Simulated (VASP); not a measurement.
# GaN (F-43m) in VASP: notebook

Aim: see how the results for GaN move with the level of theory and the settings. Levels: BHLYP, RPBE, B3LYP5, PBE. Tasks: single point, relaxation of cell and atoms.

Program: VASP 6.6.1. These are calculated values, not measurements. Logs are shortened: lines on timing, memory, paths and dates and some standing lists are left out, and cuts for length are marked.

## Step 1: The cell of the first run

The structure is cubic, space group F-43m (No. 216). Conventional cell: a = 4.507 Å, b = 4.507 Å, c = 4.507 Å, α = 90.00°, β = 90.00°, γ = 90.00°. Within 2.6 Å of Ga (site symmetry -43m) lie 4 N at 1.95 Å. Within 2.6 Å of N (site symmetry -43m) lie 4 Ga at 1.95 Å.

## Step 2: Single point, BHLYP

POSCAR

```
GaN
1.0
    0.0000000000      2.2535006075      2.2535006075
    2.2535006075      0.0000000000      2.2535006075
    2.2535006075      2.2535006075      0.0000000000
Ga N
1 1
Direct
    0.0000000000      0.0000000000      0.0000000000
    0.2500000000      0.2500000000      0.2500000000
```

INCAR.step1

```
PREC     = Accurate       # precision mode
ENCUT    = 520            # plane-wave cutoff, eV
EDIFF    = 1E-5           # SCF threshold, eV
ISMEAR   = -1             # smearing method
SIGMA    = 0.05           # smearing width, eV
LREAL    = F              # projectors in reciprocal space
LASPH    = T              # aspherical terms in the spheres
NELM     = 100            # most SCF steps
ALGO     = Normal         # electronic algorithm
ISIF     = 2              # what is computed and relaxed
LWAVE    = T              # write WAVECAR
GGA      = PE             # functional
NBANDS   = 16             # bands
```

INCAR.step2

```
PREC     = Accurate       # precision mode
ENCUT    = 520            # plane-wave cutoff, eV
EDIFF    = 1E-6           # SCF threshold, eV
ISMEAR   = -1             # smearing method
SIGMA    = 0.05           # smearing width, eV
LREAL    = F              # projectors in reciprocal space
LASPH    = T              # aspherical terms in the spheres
NELM     = 100            # most SCF steps
ALGO     = Normal         # electronic algorithm
ISIF     = 2              # what is computed and relaxed
LWAVE    = F              # write WAVECAR
LCHARG   = T              # write CHGCAR
GGA      = B5             # functional
LHFCALC  = T              # exact exchange
AEXX     = 0.5            # exact-exchange fraction
ALDAX    = 0.5          
AGGAX    = 0.5          
AGGAC    = 1.0          
ALDAC    = 0.0          
PRECFOCK = Normal       
LELF     = T              # ELF
LVHAR    = T            
ISTART   = 1            
NBANDS   = 16             # bands
```

KPOINTS

```
Automatic mesh
0
Gamma
  6 6 6
```

Potentials or basis: VASP PAW PBE potentials, release 64 (Ga_d, N).

Run with:

```console
> cat potpaw_PBE.64/Ga_d/POTCAR potpaw_PBE.64/N/POTCAR > POTCAR
> cp INCAR.step1 INCAR
> mpirun -np 1 vasp_std > vasp.out
> cp INCAR.step2 INCAR
> mpirun -np 1 vasp_std > vasp.out
```

OUTCAR:

```text
PREC = Accurate
   ENCUT = 520
   EDIFF = 1E-6
   ISMEAR = -1
   LREAL = F
   LASPH = T
   NELM = 100
   ISIF = 2
   GGA = B5
   LHFCALC = T
   AEXX = 0.5
   PRECFOCK = Normal
   ISTART = 1

 ion  position               nearest neighbor table
   1  0.000  0.000  0.000-   2 1.95   2 1.95   2 1.95   2 1.95
   2  0.250  0.250  0.250-   1 1.95   1 1.95   1 1.95   1 1.95

  LATTYP: Found a face centered cubic cell.
 ALAT       =     4.5070012150

  Lattice vectors:

 A1 = (   0.0000000000,   2.2535006075,   2.2535006075)
 A2 = (   2.2535006075,   0.0000000000,   2.2535006075)
 A3 = (   2.2535006075,   2.2535006075,   0.0000000000)

Analysis of symmetry for initial positions (statically):
=====================================================================
 Subroutine PRICEL returns:
 Original cell was already a primitive cell.

 Routine SETGRP: Setting up the symmetry group for a
 face centered cubic supercell.

 Subroutine GETGRP returns: Found 24 space group operations
 (whereof 24 operations were pure point group operations)
 out of a pool of 48 trial point group operations.

The static configuration has the point symmetry T_d .

Analysis of symmetry for dynamics (positions and initial velocities):
=====================================================================
 Subroutine PRICEL returns:
 Original cell was already a primitive cell.

 Routine SETGRP: Setting up the symmetry group for a
 face centered cubic supercell.

 Subroutine GETGRP returns: Found 24 space group operations
 (whereof 24 operations were pure point group operations)
 out of a pool of 48 trial point group operations.

The dynamic configuration has the point symmetry T_d .

 Subroutine INISYM returns: Found 24 space group operations
 (whereof 24 operations are pure point group operations),
 and found     1 'primitive' translations

----------------------------------------------------------------------------------------

                                     Primitive cell

  volume of cell :      22.8877

  direct lattice vectors                    reciprocal lattice vectors
     0.000000000  2.253500607  2.253500607    -0.221877020  0.221877020  0.221877020
     2.253500607  0.000000000  2.253500607     0.221877020 -0.221877020  0.221877020
     2.253500607  2.253500607  0.000000000     0.221877020  0.221877020 -0.221877020

  length of vectors
     3.186931122  3.186931122  3.186931122     0.384302272  0.384302272  0.384302272

  position of ions in fractional coordinates (direct lattice)
     0.000000000  0.000000000  0.000000000
     0.250000000  0.250000000  0.250000000

  ion indices of the primitive-cell ions
   primitive index   ion index
                 1           1
                 2           2

----------------------------------------------------------------------------------------

 KPOINTS: Automatic mesh

Automatic generation of k-mesh.
 Grid dimensions read from file:
 generate k-points for:    6    6    6

 Generating k-lattice:

  Cartesian coordinates                     Fractional coordinates (reciprocal lattice)
    -0.036979503  0.036979503  0.036979503     0.166666667  0.000000000  0.000000000
     0.036979503 -0.036979503  0.036979503     0.000000000  0.166666667  0.000000000
     0.036979503  0.036979503 -0.036979503     0.000000000  0.000000000  0.166666667

  Length of vectors
     0.064050379  0.064050379  0.064050379

  Shift w.r.t. Gamma in fractional coordinates (k-lattice)
     0.000000000  0.000000000  0.000000000

 Subroutine IBZKPT returns following result:
 ===========================================

 Found     16 irreducible k-points:

 Following reciprocal coordinates:
            Coordinates               Weight
  0.000000  0.000000  0.000000      1.000000
  0.166667  0.000000  0.000000      8.000000
  0.333333  0.000000  0.000000      8.000000
  0.500000  0.000000  0.000000      4.000000
  0.166667  0.166667  0.000000      6.000000
  0.333333  0.166667  0.000000     24.000000
[... 8 lines left out ...]
 -0.333333  0.333333  0.166667     24.000000
 -0.333333  0.500000  0.166667     12.000000
   k-points           NKPTS =     16   k-points in BZ     NKDIM =    216   number of bands    NBANDS=     16
   number of dos      NEDOS =    301   number of ions     NIONS =      2
   total plane-waves  NPLWV =  13824
   dimension x,y,z NGX =    24 NGY =   24 NGZ =   24
   dimension x,y,z NGXF=    48 NGYF=   48 NGZF=   48
   ions per type =               1   1
   NGX,Y,Z   is equivalent  to a cutoff of  12.52, 12.52, 12.52 a.u.
   NGXF,Y,Z  is equivalent  to a cutoff of  25.04, 25.04, 25.04 a.u.
 SYSTEM =  unknown system
   PREC   = accura    normal or accurate (medium, high low for compatibility)
   ISTART =      1    job   : 0-new  1-cont  2-samecut
   ICHARG =      0    charge: 1-file 2-atom 10-const
   ISPIN  =      1    spin polarized calculation?
   LNONCOLLINEAR =      F non collinear calculations
   LSORBIT =      F    spin-orbit coupling
   LASPH  =      T    aspherical Exc in radial PAW
   ENCUT  =  520.0 eV  38.22 Ry    6.18 a.u.   5.93  5.93  5.93*2*pi/ulx,y,z
   NELM   =    100;   NELMIN=  2; NELMDL=  0     # of ELM steps
   EDIFF  = 0.1E-05   stopping-criterion for ELM
   LREAL  =      F    real-space projection
   EDIFFG = 0.1E-04   stopping-criterion for IOM
   NSW    =      0    number of steps for IOM
   IBRION =     -1    ionic relax: 0-MD 1-quasi-New 2-CG
   NFREE  =      0    steps in history (QN), initial steepest desc. (CG)
   ISIF   =      2    stress and relaxation
   ISYM   =      3    0-nonsym 1-usesym 2-fastsym
   POTIM  = 0.5000    time-step for ionic-motion
   TEBEG  =    0.0;   TEEND  =   0.0 temperature during run
   PSTRESS=    0.0 pullay stress
   NELECT =      18.0000    total number of electrons
   NUPDOWN=      -1.0000    fix difference up-down
   EMIN   =  10.00;   EMAX   =-10.00  energy-range for DOS
   EFERMI =   0.00;   METHOD = LEGACY
   ISMEAR =    -1;   SIGMA  =   0.05  broadening in eV -4-tet -1-fermi 0-gaus
   EFERMI_NEDOS =   21; number of points for ismear=-14 and -15
   IALGO  =     38    algorithm
   IMIX   =      1    mixing-type and parameters
     AMIX     =   0.40;   BMIX     =  1.00
     AMIX_MAG =   1.60;   BMIX_MAG =  1.00
  volume/ion in A,a.u.               =      11.44        77.23
  Fermi-wavevector in a.u.,A,eV,Ry     =   1.511117  2.855596 31.068543  2.283473
  Thomas-Fermi vector in A             =   2.621216
   LORBIT       =      0    0 simple, 1 ext, 2 COOP (PROOUT), +10 PAW based schemes
   GGA     = B5    functional components
   LHFCALC =     T    Hartree Fock is set to
   PRECFOCK=normal    Normal, Fast or Accurate (Low or Medium for compatibility)
   ENCUT4O =  -1.0   cutoff for four orbital integrals eV
   NKREDX  =     1    reduce k-point grid by
   NKREDY  =     1    reduce k-point grid by
   NKREDZ  =     1    reduce k-point grid by
   AEXX    =    0.5000 exact exchange contribution
   HFSCREEN=    0.0000 screening length (either q_TF or 0.3 A-1)
   HFSCREENC=   0.0000 screening length for correlation (either q_TF or 0.3 A-1)
   ENCUTFOCK=  -1.0 apply spherical cutoff to Coloumb kernel
   IVDW    =     0    specifies the selected vdW correction
   LEPSILON=     F    determine dielectric tensor
   LRPA    =     F    only Hartree local field effects (RPA)
 non-spin polarized calculation
  energy-cutoff  :      520.00
  volume of cell :       22.89
 maximum number of plane-waves:       636
  NGX = 18; NGY = 18; NGZ = 18

 number of electron      18.0000004 magnetization

 Free energy of the ion-electron system (eV)
  ---------------------------------------------------
  ext. energy  EPLUGINS =         0.00000000
  ---------------------------------------------------
  free energy    TOTEN  =       -18.19689117 eV

  energy without entropy =      -18.19689117  energy(sigma->0) =      -18.19689117

 E-fermi :   4.3060     XC(G=0):  -6.1230

 val. band max:        3.1982397849   @ k =   0.0000   0.0000   0.0000
 cond. band min:       9.1414718245   @ k =   0.0000   0.0000   0.0000
 fundamental gap:      5.9432320397
 Fermi energy:         4.3060132670

 k-point     1 :       0.0000    0.0000    0.0000
  band No.  band energies     occupation
      1     -15.6781      2.00000
      2     -14.6523      2.00000
      3     -14.6523      2.00000
      4     -14.6523      2.00000
      5     -14.3379      2.00000
      6     -14.3379      2.00000
[... 8 lines left out ...]
     15      27.1711      0.00000
     16      27.1711      0.00000

 k-point     2 :       0.1667    0.0000    0.0000
  band No.  band energies     occupation
      1     -15.5787      2.00000
      2     -14.6219      2.00000
      3     -14.6219      2.00000
      4     -14.3397      2.00000
      5     -14.3397      2.00000
      6     -14.2820      2.00000
[... 8 lines left out ...]
     15      25.0442      0.00000
     16      25.0442      0.00000

 k-point     3 :       0.3333    0.0000    0.0000
  band No.  band energies     occupation
      1     -15.5627      2.00000
      2     -14.5780      2.00000
      3     -14.5780      2.00000
      4     -14.3249      2.00000
      5     -14.3249      2.00000
      6     -13.0489      2.00000
[... 8 lines left out ...]
     15      26.0609      0.00000
     16      26.0609      0.00000

 k-point     4 :       0.5000    0.0000    0.0000
  band No.  band energies     occupation
      1     -15.5895      2.00000
      2     -14.5668      2.00000
      3     -14.5668      2.00000
      4     -14.3059      2.00000
      5     -14.3059      2.00000
      6     -12.0787      2.00000
[... 8 lines left out ...]
     15      28.5192      0.00000
     16      28.5192      0.00000
[... 172 lines left out ...]
 k-point    14 :       0.5000    0.3333    0.1667
  band No.  band energies     occupation
      1     -15.5505      2.00000
      2     -14.5268      2.00000
      3     -14.4921      2.00000
      4     -14.3997      2.00000
      5     -14.3084      2.00000
      6     -12.1393      2.00000
[... 8 lines left out ...]
     15      28.5194      0.00000
     16      31.3520      0.00000

 k-point    15 :      -0.3333    0.3333    0.1667
  band No.  band energies     occupation
      1     -15.5591      2.00000
      2     -14.5322      2.00000
      3     -14.4711      2.00000
      4     -14.3740      2.00000
      5     -14.3224      2.00000
      6     -11.4303      2.00000
[... 8 lines left out ...]
     15      27.3526      0.00000
     16      31.7702      0.00000

 k-point    16 :      -0.3333    0.5000    0.1667
  band No.  band energies     occupation
      1     -15.5664      2.00000
      2     -14.4909      2.00000
      3     -14.4744      2.00000
      4     -14.3735      2.00000
      5     -14.3065      2.00000
      6     -11.2218      2.00000
[... 8 lines left out ...]
     15      29.2227      0.00000
     16      32.1212      0.00000

------------------------ aborting loop because EDIFF is reached ----------------------------------------

  FORCE on cell =-STRESS in cart. coord.  units (eV):
  Direction    XX          YY          ZZ          XY          YZ          ZX
  --------------------------------------------------------------------------------------
  -------------------------------------------------------------------------------------
  Total       -0.1206470     -0.1206470     -0.1206470      0.0000000      0.0000000      0.0000000
  in kB       -8.4454729     -8.4454729     -8.4454729      0.0000000      0.0000000      0.0000000
  external PRESSURE =      -8.4454729 kB  Pullay stress =       0.0000000 kB

 VOLUME and BASIS-vectors are now :
 -----------------------------------------------------------------------------
  energy-cutoff  :      520.00
  volume of cell :       22.89
      direct lattice vectors                 reciprocal lattice vectors
     0.000000000  2.253500607  2.253500607    -0.221877020  0.221877020  0.221877020
     2.253500607  0.000000000  2.253500607     0.221877020 -0.221877020  0.221877020
     2.253500607  2.253500607  0.000000000     0.221877020  0.221877020 -0.221877020

 POSITION                                       TOTAL-FORCE (eV/Angst)
 -----------------------------------------------------------------------------------
      0.00000      0.00000      0.00000         0.000000      0.000000      0.000000
      1.12675      1.12675      1.12675        -0.000000     -0.000000     -0.000000
 -----------------------------------------------------------------------------------
    total drift:                               -0.000023     -0.000017     -0.000011

  FREE ENERGIE OF THE ION-ELECTRON SYSTEM (eV)
  ---------------------------------------------------
  free  energy   TOTEN  =       -18.1968911741 eV

  energy  without entropy=      -18.1968911741  energy(sigma->0) =      -18.19689117
```

It took 34 min on 1 thread of Intel Xeon Platinum 8259CL at 2.50GHz (Skylake/Cascade Lake), shared host; peak memory 0.15 GiB.

Results:

```
Free energy            : -18.1969 eV
Pressure               : -0.8 GPa
Band gap on the k mesh : 5.94 eV
```

Caveat: the PAW data sets were made with another functional, which shifts forces and pressure a little.

(Continued in part 2 of 2.)
